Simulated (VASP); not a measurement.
Wanted: the native input for a VASP 6.6.1 run.

* Task: relaxation of cell and atoms
* Functional: PBEsol
* Potentials or basis: VASP PAW PBE potentials, release 64 (Ru_pv)
* Cutoff: 600 eV
* k mesh: 20 × 20 × 20
* Occupations: gaussian, width 0.1 eV
* Spin: no spin polarisation
* Dipole correction: no
* Further INCAR settings: ALGO = Fast; EDIFF = 1e-07; IBRION = 2; EDIFFG = -0.01; NSW = 80; ISIF = 3

The structure of Ru lies in POSCAR:

```
Ru
1.0
   -1.5084718663      1.5084718663      1.5084718663
    1.5084718663     -1.5084718663      1.5084718663
    1.5084718663      1.5084718663     -1.5084718663
Ru
1
Direct
    0.0000000000      0.0000000000      0.0000000000
```

This isn't the form of Ru at room conditions, which is hcp.

The input as run:

INCAR

```
SYSTEM = Ru
ALGO     = Fast           ! electronic algorithm
EDIFF    = 1E-7           ! SCF threshold, eV
EDIFFG   = -0.01          ! ionic threshold
ENCUT    = 600            ! plane-wave cutoff, eV
GGA      = PS             ! functional
IBRION   = 2              ! ionic algorithm
ISIF     = 3              ! what is computed and relaxed
ISMEAR   = 0              ! smearing method
LASPH    = .True.         ! aspherical terms in the spheres
LCHARG   = .False.        ! write CHGCAR
LREAL    = .False.        ! projectors in reciprocal space
LWAVE    = .False.        ! write WAVECAR
NELM     = 100            ! most SCF steps
NSW      = 80             ! ionic steps
PREC     = Accurate       ! precision mode
SIGMA    = 0.1            ! smearing width, eV
```

KPOINTS

```
k-points
0
Gamma
  20 20 20
  0 0 0
```

Potentials or basis: VASP PAW PBE potentials, release 64 (Ru_pv).

Launch:

```sh
$ cat potpaw_PBE.64/Ru_pv/POTCAR > POTCAR
$ mpirun -np 1 vasp_std > vasp.out
```

Results of the run:

```
Relaxed volume                        : 13.74 Å³/atom
Relaxed cell                          : a = 2.614 Å, b = 2.614 Å, c = 2.614 Å, α = 109.47°, β = 109.47°, γ = 109.47°
Space group after relaxing (to 0.1 Å) : Im-3m (No. 229)
Energy gained by relaxing             : 0.0 meV/atom
Ionic steps                           : 3
Pressure after relaxing               : 0.0 GPa
Band gap on the k mesh                : zero (bands 7 and 8 overlap by 3.70 eV)
```

Caveat: the PAW data sets were made with another functional, which shifts forces and pressure a little.

Run time: 36 s on 1 thread of Intel(R) Xeon(R) 6975P-C (Granite Rapids), on a shared host, peak memory 0.18 GiB.
